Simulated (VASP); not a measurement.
Bi3Te2:

```
Bi Te
1.0
     4.85895    0.00000    0.00000
    -2.42948    4.20797    0.00000
     0.00000    0.00000    7.55974
Bi Te
3 2
Direct
  0.00000 0.00000 0.00000
  0.33333 0.66667 0.64500
  0.66667 0.33333 0.35500
  0.33333 0.66667 0.24500
  0.66667 0.33333 0.75500
```

* Program: VASP 6.6.1
* Task: relaxation of cell and atoms
* Functional: PBE
* Potentials or basis: VASP PAW PBE potentials, release 64 (Bi_d, Te)
* Cutoff: 600 eV
* k mesh: 6 × 6 × 2
* Occupations: gaussian, width 0.1 eV
* Spin: no spin polarisation

At the start: pressure 11.3 GPa; volume 30.91 Å³/atom.

Task: Where does the relaxation end?

Result: Over 48 steps the energy falls by 441.8 meV/atom and the volume is 36.63 Å³/atom (+18.5 %); space group P-3m1 (No. 164, to 0.1 Å) before and after.

Step by step:
| step | energy change (eV) | largest force (eV/Å) | pressure (GPa) | volume (Å³) |
| --- | --- | --- | --- | --- |
| 1 | 0.0000 | 1.8800 | 11.27 | 154.57 |
| 3 | -1.1296 | 0.5558 | -0.53 | 187.75 |
| 5 | -1.4337 | 0.5617 | -0.26 | 179.92 |
| 7 | -1.5925 | 0.8478 | 0.67 | 173.50 |
| 9 | -1.6661 | 0.8788 | 0.80 | 171.82 |
| 11 | -1.6161 | 0.7944 | 0.29 | 176.47 |
| 13 | -1.8888 | 0.5485 | -0.24 | 174.43 |
| 15 | -1.9507 | 0.3436 | -0.07 | 174.93 |
| 17 | -1.9990 | 0.2726 | 0.46 | 173.91 |
| 19 | -2.0476 | 0.0714 | 2.74 | 169.37 |
| 21 | -2.0666 | 0.1632 | 1.91 | 171.07 |
| 23 | -2.1094 | 0.1861 | 1.43 | 173.05 |
| 25 | -2.1498 | 0.2804 | -0.37 | 181.05 |
| 27 | -2.1595 | 0.2692 | 0.18 | 178.52 |
| 29 | -2.1727 | 0.2507 | 0.08 | 178.99 |
| 31 | -2.1743 | 0.1387 | -0.18 | 181.08 |
| 33 | -2.1942 | 0.1452 | 0.02 | 180.00 |
| 35 | -2.1999 | 0.0813 | 0.29 | 179.85 |
| 37 | -2.2023 | 0.1101 | -0.10 | 181.78 |
| 39 | -2.2062 | 0.0527 | 0.04 | 182.22 |
| 41 | -2.2071 | 0.0518 | 0.13 | 182.54 |
| 43 | -2.2084 | 0.0487 | -0.06 | 183.65 |
| 45 | -2.2089 | 0.0440 | 0.02 | 183.33 |
| 47 | -2.2090 | 0.0407 | 0.09 | 183.07 |
| 48 | -2.2092 | 0.0321 | 0.09 | 183.17 |

Final structure:
```
Bi Te
1.0
     5.56612    0.00000    0.00000
    -2.78306    4.82040    0.00000
     0.00000    0.00000    6.82669
Bi Te
3 2
Direct
  0.00000 0.00000 0.00000
  0.33333 0.66667 0.75271
  0.66667 0.33333 0.24729
  0.33333 0.66667 0.20977
  0.66667 0.33333 0.79023
```

Caveat: the k points lie up to 0.46 Å⁻¹ apart in the final cell, too coarse for converged energies and pressures of a metal; the volume moved by over 15 % at a fixed basis, so the end points are rough; this functional lacks dispersion, which binds layers or chains, so the pressure and a relaxed spacing across them are unreliable.
